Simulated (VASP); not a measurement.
Here is a VASP 6.6.1 calculation.

File INCAR:

```
SYSTEM = AlN
ALGO = Normal
EDIFF = 1E-6
ENCUT = 520
GGA = PE
ISIF = 2
ISMEAR = 0
LASPH = .TRUE.
LCHARG = .FALSE.
LREAL = Auto
LWAVE = .FALSE.
NBANDS = 46
NELM = 100
PREC = Accurate
SIGMA = 0.05
```

The input KPOINTS:

```
k-points
0
G
  4 8 3
  0 0 0
```

POSCAR

```
AlN
1.0
   -1.5651197814     -2.7108669814      5.0179796556
    1.5651197814     -2.7108669814      0.0000000000
    7.8255989073     -0.5421733963      8.0287674489
Al N
8 8
Direct
    0.6090938972      0.9402663336      0.0981155127
    0.4090938972     -0.0097336664      0.8481155127
    0.2090938972      0.2902663336      0.3481155127
   -0.1909061028      0.6402663336      0.5981155127
    0.7757605638      0.0652663337      0.3064488460
    0.1757605638      0.7152663337      0.0564488460
    0.3757605638      0.4152663337      0.5564488460
   -0.0242394362     -0.2347336663      0.8064488460
    0.8380194362      0.6922636663      0.1935011540
   -0.3619805638     -0.2577363337      0.9435011540
    0.4380194362      0.0422636663      0.4435011540
    0.0380194362      0.3922636663      0.6935011540
    0.0046861028     -0.1827363336      0.4018344873
    0.4046861028      0.4672636664      0.1518344873
    0.6046861028      0.1672636664      0.6518344873
    0.2046861028     -0.4827363336      0.9018344873
```

Potentials or basis: VASP PAW PBE potentials, release 64 (Al, N).

The run is started by

```sh
$ cat potpaw_PBE.64/Al/POTCAR potpaw_PBE.64/N/POTCAR > POTCAR
$ mpirun -np 1 vasp_std > vasp.out
```

Question: What does it give for the largest force?

Answer: 8.532 eV/Å.

Question: What does it give for the pressure?

Answer: 4.1 GPa.

Forces on the atoms (eV/Å):
```
Al  -0.654 -0.345 -2.213
Al  -6.788 -5.161  0.293
Al  -0.058  0.067 -0.035
Al   0.110  0.081  0.072
Al   0.415  0.271  0.366
Al   4.110  3.536  2.656
Al  -0.058 -0.035 -0.040
Al   1.037  0.631 -1.757
N   -0.840 -0.764 -0.515
N   -3.484 -3.267 -1.223
N   -0.140 -0.125  0.140
N   -0.467 -0.365  0.699
N    0.375  0.261 -0.199
N    5.023  4.301  0.821
N    0.177  0.162 -0.373
N    1.241  0.752  1.308
```

Caveat: forces of over 1 eV/Å act on the atoms, so gaps and moduli don't describe the material at rest.
